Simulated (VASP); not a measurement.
Input of a VASP 6.6.1 run:

Contents of INCAR:

```
  PREC = Accurate
  ENCUT = 520
  EDIFF = 1E-6
  ISMEAR = -1
  SIGMA = 0.05
  LREAL = False
  LASPH = True
  NELM = 80
  ALGO = Normal
  ISIF = 2
  LWAVE = False
  LCHARG = False
  NBANDS = 8
```

The input KPOINTS:

```
Automatic mesh
0
Gamma
  8 8 8
```

File POSCAR:

```
Sb
1.0
    3.0954921035      0.0000000000      0.0000000000
    0.0000000000      3.0954921035      0.0000000000
    0.0000000000      0.0000000000      3.0954921035
Sb
1
Direct
    0.0000000000      0.0000000000      0.0000000000
```

Potentials or basis: VASP PAW LDA potentials, release 64 (Sb).

Command:

```bash
$ cat potpaw_LDA.64/Sb/POTCAR > POTCAR
$ mpirun -np 1 vasp_std > vasp.out
```

Question: What does it give for the pressure?

Answer: -2.6 GPa.
